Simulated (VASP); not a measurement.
# AlGa3N4 (P1) in VASP: further runs

The runs below take AlGa3N4 through single point, with PBEsol.

All numbers are computed with VASP 6.6.1; they aren't measurements. Logs are shortened: lines on timing, memory, paths and dates and some standing lists are left out, and cuts for length are marked.

### Step 1. The cell of the first run

The typed cell holds 8 atoms: a = 4.477 Å, b = 4.469 Å, c = 4.464 Å, α = 90.92°, β = 87.40°, γ = 90.98°.

### Step 2. Single point, PBEsol (atoms moved at random and the cell strained at random)

INCAR

```
SYSTEM = AlGa3N4
PREC = Accurate
ENCUT = 520
EDIFF = 1E-6
ISMEAR = 0
SIGMA = 0.05
LREAL = .FALSE.
LASPH = .TRUE.
NELM = 100
ALGO = Normal
ISIF = 2
LWAVE = .FALSE.
LCHARG = .FALSE.
GGA = PS
NBANDS = 41
```

KPOINTS

```
regular mesh
0
G
  6 6 6
  0 0 0
```

POSCAR

```
AlGa3N4
1.0
    4.4759614126     -0.0379397427      0.1012374224
   -0.0379397427      4.4686517709     -0.0353215436
    0.1012374224     -0.0353215436      4.4629822527
Al Ga N
1 3 4
Direct
   -0.0192608172      0.0301336359      0.0269951356
    0.4656441302      0.5039659464     -0.0105136038
    0.5043677348      0.0282719360      0.5385611639
    0.0217701154      0.5241312566      0.4759232983
    0.7756646668      0.7445790118      0.2375333374
    0.7230558988      0.2283421401      0.7404365936
    0.2551737162      0.7334841902      0.7128859982
    0.2735845550      0.2070918830      0.2781780768
```

Potentials or basis: VASP PAW PBE potentials, release 64 (Al, Ga_d, N).

The run is started by

```
$ cat potpaw_PBE.64/Al/POTCAR potpaw_PBE.64/Ga_d/POTCAR potpaw_PBE.64/N/POTCAR > POTCAR
$ mpirun -np 1 vasp_std > vasp.out
```

OUTCAR:

```text
SYSTEM = AlGa3N4
   PREC = Accurate
   ENCUT = 520
   EDIFF = 1E-6
   ISMEAR = 0
   LREAL = .FALSE.
   LASPH = .TRUE.
   NELM = 100
   ISIF = 2
   GGA = PS

 ion  position               nearest neighbor table
   1  0.981  0.030  0.027-   5 1.81   8 1.92   6 1.99   7 2.25   4 2.97   2 3.01   3 3.05   4 3.06
                             3 3.12   3 3.13
   2  0.466  0.504  0.989-   7 1.91   6 1.99   8 2.02   5 2.09   4 2.88   3 2.91   1 3.01
   3  0.504  0.028  0.539-   6 1.61   8 1.80   7 1.87   5 2.18   2 2.91   1 3.05   1 3.12   1 3.13

   4  0.022  0.524  0.476-   7 1.77   5 1.87   8 2.00   6 2.19   2 2.88   1 2.97   1 3.06
   5  0.776  0.745  0.238-   1 1.81   4 1.87   2 2.09   3 2.18
   6  0.723  0.228  0.740-   3 1.61   1 1.99   2 1.99   4 2.19
   7  0.255  0.733  0.713-   4 1.77   3 1.87   2 1.91   1 2.25
   8  0.274  0.207  0.278-   3 1.80   1 1.92   4 2.00   2 2.02

  LATTYP: Found a triclinic cell.
 ALAT       =     4.4772669126
 B/A-ratio  =     1.3797756174
 C/A-ratio  =     0.9981429524
 COS(alpha) =     0.0008552805
 COS(beta)  =     0.0171391599
 COS(gamma) =     0.6919886138

  Lattice vectors:

 A1 = (  -4.4759614126,   0.0379397427,  -0.1012374224)
 A2 = (  -4.3747239902,   0.0026181991,   4.3617448303)
 A3 = (  -0.0379397427,   4.4686517709,  -0.0353215436)

Analysis of symmetry for initial positions (statically):
=====================================================================
 Subroutine PRICEL returns:
 Original cell was already a primitive cell.

 Routine SETGRP: Setting up the symmetry group for a
 triclinic supercell.

 Subroutine GETGRP returns: Found  1 space group operations
 (whereof  1 operations were pure point group operations)
 out of a pool of  2 trial point group operations.

The static configuration has the point symmetry C_1 .

Analysis of symmetry for dynamics (positions and initial velocities):
=====================================================================
 Subroutine PRICEL returns:
 Original cell was already a primitive cell.

 Routine SETGRP: Setting up the symmetry group for a
 triclinic supercell.

 Subroutine GETGRP returns: Found  1 space group operations
 (whereof  1 operations were pure point group operations)
 out of a pool of  2 trial point group operations.

The dynamic configuration has the point symmetry C_1 .

 Subroutine INISYM returns: Found  1 space group operations
 (whereof  1 operations are pure point group operations),
 and found     1 'primitive' translations

----------------------------------------------------------------------------------------

                                     Primitive cell

  volume of cell :      89.2089

  direct lattice vectors                    reciprocal lattice vectors
     4.475961413 -0.037939743  0.101237422     0.223545798  0.001857983 -0.005056165
    -0.037939743  4.468651771 -0.035321544     0.001857983  0.223810585  0.001729166
     0.101237422 -0.035321544  4.462982253    -0.005056165  0.001729166  0.224193800

  length of vectors
     4.477266913  4.468952415  4.464270065     0.223610690  0.223824977  0.224257474

  position of ions in fractional coordinates (direct lattice)
     0.980739183  0.030133636  0.026995136
     0.465644130  0.503965946  0.989486396
     0.504367735  0.028271936  0.538561164
     0.021770115  0.524131257  0.475923298
     0.775664667  0.744579012  0.237533337
     0.723055899  0.228342140  0.740436594
     0.255173716  0.733484190  0.712885998
     0.273584555  0.207091883  0.278178077

  ion indices of the primitive-cell ions
   primitive index   ion index
                 1           1
                 2           2
                 3           3
                 4           4
                 5           5
                 6           6
                 7           7
                 8           8

----------------------------------------------------------------------------------------

 KPOINTS: regular mesh

Automatic generation of k-mesh.
 Grid dimensions read from file:
 generate k-points for:    6    6    6

 Generating k-lattice:

  Cartesian coordinates                     Fractional coordinates (reciprocal lattice)
     0.037257633  0.000309664 -0.000842694     0.166666667  0.000000000 -0.000000000
     0.000309664  0.037301764  0.000288194    -0.000000000  0.166666667  0.000000000
    -0.000842694  0.000288194  0.037365633     0.000000000 -0.000000000  0.166666667

  Length of vectors
     0.037268448  0.037304163  0.037376246

  Shift w.r.t. Gamma in fractional coordinates (k-lattice)
     0.000000000  0.000000000  0.000000000

 Subroutine IBZKPT returns following result:
 ===========================================

 Found    112 irreducible k-points:

 Following reciprocal coordinates:
            Coordinates               Weight
  0.000000  0.000000  0.000000      1.000000
  0.166667 -0.000000  0.000000      2.000000
  0.333333 -0.000000  0.000000      2.000000
  0.500000 -0.000000  0.000000      1.000000
  0.000000  0.166667 -0.000000      2.000000
  0.166667  0.166667  0.000000      2.000000
[... 16 lines left out ...]
  0.333333 -0.000000  0.166667      2.000000
  0.500000 -0.000000  0.166667      2.000000
 [... further k-points ...]
   k-points           NKPTS =    112   k-points in BZ     NKDIM =    112   number of bands    NBANDS=     41
   number of dos      NEDOS =    301   number of ions     NIONS =      8
   total plane-waves  NPLWV =  46656
   dimension x,y,z NGX =    36 NGY =   36 NGZ =   36
   dimension x,y,z NGXF=    72 NGYF=   72 NGZF=   72
   ions per type =               1   3   4
   NGX,Y,Z   is equivalent  to a cutoff of  13.37, 13.39, 13.41 a.u.
   NGXF,Y,Z  is equivalent  to a cutoff of  26.73, 26.78, 26.81 a.u.
 SYSTEM =  AlGa3N4
   PREC   = accura    normal or accurate (medium, high low for compatibility)
   ISTART =      0    job   : 0-new  1-cont  2-samecut
   ICHARG =      2    charge: 1-file 2-atom 10-const
   ISPIN  =      1    spin polarized calculation?
   LNONCOLLINEAR =      F non collinear calculations
   LSORBIT =      F    spin-orbit coupling
   LASPH  =      T    aspherical Exc in radial PAW
   ENCUT  =  520.0 eV  38.22 Ry    6.18 a.u.   8.32  8.31  8.30*2*pi/ulx,y,z
   NELM   =    100;   NELMIN=  2; NELMDL= -5     # of ELM steps
   EDIFF  = 0.1E-05   stopping-criterion for ELM
   LREAL  =      F    real-space projection
   EDIFFG = 0.1E-04   stopping-criterion for IOM
   NSW    =      0    number of steps for IOM
   IBRION =     -1    ionic relax: 0-MD 1-quasi-New 2-CG
   NFREE  =      0    steps in history (QN), initial steepest desc. (CG)
   ISIF   =      2    stress and relaxation
   ISYM   =      2    0-nonsym 1-usesym 2-fastsym
   POTIM  = 0.5000    time-step for ionic-motion
   TEBEG  =    0.0;   TEEND  =   0.0 temperature during run
   PSTRESS=    0.0 pullay stress
   NELECT =      62.0000    total number of electrons
   NUPDOWN=      -1.0000    fix difference up-down
   EMIN   =  10.00;   EMAX   =-10.00  energy-range for DOS
   EFERMI =   0.00;   METHOD = LEGACY
   ISMEAR =     0;   SIGMA  =   0.05  broadening in eV -4-tet -1-fermi 0-gaus
   EFERMI_NEDOS =   21; number of points for ismear=-14 and -15
   IALGO  =     38    algorithm
   IMIX   =      4    mixing-type and parameters
     AMIX     =   0.40;   BMIX     =  1.00
     AMIX_MAG =   1.60;   BMIX_MAG =  1.00
  volume/ion in A,a.u.               =      11.15        75.25
  Fermi-wavevector in a.u.,A,eV,Ry     =   1.450116  2.740322 28.610824  2.102836
  Thomas-Fermi vector in A             =   2.567765
   LORBIT       =      0    0 simple, 1 ext, 2 COOP (PROOUT), +10 PAW based schemes
   GGA     = PS    functional components
   LHFCALC =     F    Hartree Fock is set to
   AEXX    =    0.0000 exact exchange contribution
   IVDW    =     0    specifies the selected vdW correction
   LEPSILON=     F    determine dielectric tensor
   LRPA    =     F    only Hartree local field effects (RPA)
 non-spin polarized calculation
 Gauss-broadening in eV      SIGMA  =   0.05
  energy-cutoff  :      520.00
  volume of cell :       89.21
 maximum number of plane-waves:      2422
 NGX is ok and might be reduce to    36
   NGX = 17   NGY = 17   NGZ = 17

 number of electron      62.0000005 magnetization

 Free energy of the ion-electron system (eV)
  ---------------------------------------------------
  ext. energy  EPLUGINS =         0.00000000
  ---------------------------------------------------
  free energy    TOTEN  =       -51.80755943 eV

  energy without entropy =      -51.80755943  energy(sigma->0) =      -51.80755943

 E-fermi :   6.0364     XC(G=0): -11.7375

 val. band max:        5.8019493819   @ k =   0.1667  -0.0000   0.1667
 cond. band min:       7.3109882115   @ k =   0.0000   0.0000   0.0000
 fundamental gap:      1.5090388296
 Fermi energy:         6.0364345962

 k-point     1 :       0.0000    0.0000    0.0000
  band No.  band energies     occupation
      1     -10.7478      2.00000
      2      -9.6703      2.00000
      3      -9.4134      2.00000
      4      -8.8488      2.00000
      5      -7.9802      2.00000
      6      -7.9455      2.00000
[... 33 lines left out ...]
     40      15.9935      0.00000
     41      16.4160      0.00000

 k-point     2 :       0.1667   -0.0000    0.0000
  band No.  band energies     occupation
      1     -10.6531      2.00000
      2      -9.6990      2.00000
      3      -9.4143      2.00000
      4      -8.8537      2.00000
      5      -7.9848      2.00000
      6      -7.9352      2.00000
[... 33 lines left out ...]
     40      16.0875      0.00000
     41      16.5292      0.00000

 k-point     3 :       0.3333   -0.0000    0.0000
  band No.  band energies     occupation
      1     -10.4110      2.00000
      2      -9.7981      2.00000
      3      -9.4161      2.00000
      4      -8.8673      2.00000
      5      -7.9831      2.00000
      6      -7.9288      2.00000
[... 875 lines left out ...]
      2      -9.7952      2.00000
      3      -9.4410      2.00000
      4      -8.8579      2.00000
      5      -8.0003      2.00000
      6      -7.9206      2.00000
[... 33 lines left out ...]
     40      15.0358      0.00000
     41      15.7659      0.00000

 k-point    24 :       0.5000   -0.0000    0.1667
  band No.  band energies     occupation
      1     -10.1765      2.00000
      2      -9.8870      2.00000
      3      -9.4401      2.00000
      4      -8.8769      2.00000
      5      -7.9749      2.00000
      6      -7.9405      2.00000
[... 33 lines left out ...]
     40      15.1988      0.00000
     41      15.6288      0.00000

 [... further k-points ...]

------------------------ aborting loop because EDIFF is reached ----------------------------------------

  FORCE on cell =-STRESS in cart. coord.  units (eV):
  Direction    XX          YY          ZZ          XY          YZ          ZX
  --------------------------------------------------------------------------------------
  -------------------------------------------------------------------------------------
  Total        6.0529474      4.8616245      6.0681423      6.6838897      3.8223523      3.6402964
  in kB      108.7099978     87.3140226    108.9828956    120.0416237     68.6488549     65.3791606
  external PRESSURE =     101.6689720 kB  Pullay stress =       0.0000000 kB

 VOLUME and BASIS-vectors are now :
 -----------------------------------------------------------------------------
  energy-cutoff  :      520.00
  volume of cell :       89.21
      direct lattice vectors                 reciprocal lattice vectors
     4.475961413 -0.037939743  0.101237422     0.223545798  0.001857983 -0.005056165
    -0.037939743  4.468651771 -0.035321544     0.001857983  0.223810585  0.001729166
     0.101237422 -0.035321544  4.462982253    -0.005056165  0.001729166  0.224193800

 POSITION                                       TOTAL-FORCE (eV/Angst)
 -----------------------------------------------------------------------------------
      4.39134      0.09649      0.21870         0.559167     -0.975368     -1.672935
      2.16526      2.19943      4.44540         2.007625     -0.007390      0.763054
      2.31098      0.08818      2.45365        -2.694435     -5.937028     -4.629896
      0.12574      2.32452      2.10773        -2.077808     -2.195919     -0.197105
      3.46764      3.28945      1.11233        -1.861812     -0.181004     -0.308513
      3.30267      0.96680      3.36969         6.709676      5.192122      5.722239
      1.18649      3.24282      3.18152         0.056670      1.612943      3.633095
      1.24486      0.90522      1.26189        -2.699083      2.491643     -3.309937
 -----------------------------------------------------------------------------------
    total drift:                               -0.000636     -0.000202     -0.001234

  FREE ENERGIE OF THE ION-ELECTRON SYSTEM (eV)
  ---------------------------------------------------
  free  energy   TOTEN  =       -51.8075594279 eV

  energy  without entropy=      -51.8075594279  energy(sigma->0) =      -51.80755943
```

Wall time 11 min (1 thread of Oxide Virtual Turin-like, shared host); peak memory 0.39 GiB.

What came out:

| Property | Result |
| --- | --- |
| Free energy | -51.8076 eV |
| Pressure | 10.2 GPa |
| Largest force | 10.233 eV/Å |
| Band gap on the k mesh | 1.51 eV |

Forces in eV/Å, atoms in the order of the input:
```
Al   0.559 -0.975 -1.673
Ga   2.008 -0.007  0.763
Ga  -2.694 -5.937 -4.630
Ga  -2.078 -2.196 -0.197
N   -1.862 -0.181 -0.309
N    6.710  5.192  5.722
N    0.057  1.613  3.633
N   -2.699  2.492 -3.310
```

Caveat: the cell differs from its parent crystal (atoms moved at random and the cell strained at random); the cell stands under pressure; the PAW data sets were made with another functional, which shifts forces and pressure a little.

(Continued in part 2 of 2.)
